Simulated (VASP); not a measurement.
The system is LiCl.

```
Li Cl
1.0
    -3.98745    3.98745    2.75567
     3.98745   -3.98745    2.75567
     3.98745    3.98745   -2.75567
Li Cl
6 6
Direct
  0.50000 0.50000 0.00000
  0.00000 0.00000 0.00000
  0.85567 0.35567 0.21134
  0.14433 0.64433 0.78866
  0.35567 0.14433 0.50000
  0.64433 0.85567 0.50000
  0.75000 0.25000 0.50000
  0.25000 0.75000 0.50000
  0.89433 0.60567 0.00000
  0.60567 0.89433 0.00000
  0.39433 0.39433 0.28866
  0.10567 0.10567 0.71134
```

The cell was generated, and may not be a known phase.

| Quantity | Value |
| --- | --- |
| Program | VASP 6.6.1 |
| Task | relaxation of cell and atoms |
| Functional | PBE |
| Potentials or basis | VASP PAW PBE potentials, release 64 (Li_sv, Cl) |
| Cutoff | 600 eV |
| k mesh | 4 × 4 × 4 |
| Occupations | gaussian, width 0.1 eV |
| Spin | no spin polarisation |

At the start: pressure 21.2 GPa; volume 14.60 Å³/atom.

**Question.** How do energy, volume and symmetry change on relaxing?

**Answer.** Over 10 steps the energy falls by 335.0 meV/atom and the volume is 21.94 Å³/atom (+50.2 %); space group I-4c2 (No. 120, to 0.1 Å) before and after.

The path:
```csv
step,energy change (eV),largest force (eV/Å),pressure (GPa),volume (Å³)
1,0.0000,0.1139,21.17,175.26
2,-3.5901,0.3584,3.53,228.87
3,-3.8114,0.4063,1.13,244.95
4,-3.8394,0.4252,0.21,252.81
5,-3.8397,0.4291,0.02,254.56
6,-3.9122,0.3503,0.00,255.99
7,-4.0113,0.1013,0.11,260.20
8,-4.0116,0.0880,0.12,260.42
9,-4.0174,0.0611,0.01,261.70
10,-4.0200,0.0293,-0.13,263.25
```

Final structure:
```
Li Cl
1.0
    -4.57844    4.57844    3.13956
     4.57844   -4.57844    3.13956
     4.57844    4.57844   -3.13956
Li Cl
6 6
Cartesian
  0.0000 0.0000 3.1396
  -4.5784 4.5784 3.1396
  -1.2363 3.3422 3.1396
  5.8147 1.2363 0.0000
  1.2363 3.3422 0.0000
  3.3422 1.2363 3.1396
  0.0000 4.5784 1.5698
  4.5784 0.0000 1.5698
  -1.2778 1.2778 4.7093
  1.2778 -1.2778 4.7093
  1.2778 1.2778 1.5698
  3.3006 3.3006 -1.5698
```

Caveat: the cutoff is under 1.25 times the usual one of these potentials, so pressure, stress and relaxed cells hold a basis-set (Pulay) error; the volume moved by over 15 % at a fixed basis, so the end points are rough.
